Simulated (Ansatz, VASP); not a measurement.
## ScPt: VASP beside Ansatz

```
CELL_PARAMETERS angstrom
3.29166 0.00000 0.00000
0.00000 3.29166 0.00000
0.00000 0.00000 3.29166
ATOMIC_POSITIONS crystal
Sc 0.50000 0.50000 0.50000
Pt 0.00000 0.00000 0.00000
```

Change from the starting cell: volume scaled by 1.02, crystal datasets.

Alike in both runs: task electric field gradients; functional LDA; k mesh 10 × 10 × 10; occupations fermi-dirac, width 0.05 eV; no spin polarisation.

```csv
,VASP,Ansatz
version,VASP 6.6.1,Ansatz 0.2.0
potentials or method,"VASP PAW LDA potentials, release 64 (Sc_sv, Pt), cutoff 520 eV","all-electron PAW with datasets made for the crystal, scalar-relativistic"
```

Ansatz gave:

| Property | Result |
| --- | --- |
| pressure (GPa) | -8.0 |

**Question.** What did VASP give for the same quantities?

**Answer.** Pressure (GPa): -7.5.

LDA's correlation is that of Perdew and Zunger in VASP and of Perdew and Wang (1992) in Ansatz. Ansatz ran all-electron here, and VASP with PAW potentials.

Spin-orbit coupling is off throughout.
